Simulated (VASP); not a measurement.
BaB5:

```
Ba B
1.0
     4.96372    0.00000    0.00000
    -2.48186    4.29871    0.00000
     0.00000    0.00000    2.93586
Ba B
1 5
Direct
  0.00000 0.00000 0.00000
  0.33333 0.66667 0.00000
  0.66667 0.33333 0.00000
  0.50000 0.00000 0.50000
  0.50000 0.50000 0.50000
  0.00000 0.50000 0.50000
```

The cell was built from a structure type or drawn by symmetry, and may not be a known phase.

* Program: VASP 6.6.1
* Task: relaxation of cell and atoms
* Functional: PBE
* Potentials or basis: VASP PAW PBE potentials, release 64 (Ba_sv, B)
* Cutoff: 600 eV
* k mesh: 12 × 12 × 12
* Occupations: gaussian, width 0.1 eV
* Spin: no spin polarisation

At the start: pressure 3.3 GPa; volume 10.44 Å³/atom.

Question: Where does the relaxation end?

Answer: Over 3 steps the energy falls by 2.4 meV/atom and the volume is 10.68 Å³/atom (+2.3 %); space group P6/mmm (No. 191, to 0.1 Å) before and after.

Step by step:
```
step  energy change (eV)  largest force (eV/Å)  pressure (GPa)  volume (Å³)
   1              0.0000                0.0000            3.27        62.64
   2             -0.0126                0.0000           -1.09        64.60
   3             -0.0145                0.0000            0.01        64.08
```

Final structure:
```cif
data_structure
_symmetry_space_group_name_H-M 'P 1'
_symmetry_Int_Tables_number 1
_cell_length_a 4.9990
_cell_length_b 4.9990
_cell_length_c 2.9608
_cell_angle_alpha 90.000
_cell_angle_beta 90.000
_cell_angle_gamma 120.000
_cell_volume 64.08
loop_
_atom_site_label
_atom_site_type_symbol
_atom_site_fract_x
_atom_site_fract_y
_atom_site_fract_z
_atom_site_occupancy
Ba1 Ba 0.00000 0.00000 0.00000 1
B1 B 0.33333 0.66667 0.00000 1
B2 B 0.66667 0.33333 0.00000 1
B3 B 0.50000 0.00000 0.50000 1
B4 B 0.50000 0.50000 0.50000 1
B5 B 0.00000 0.50000 0.50000 1
```
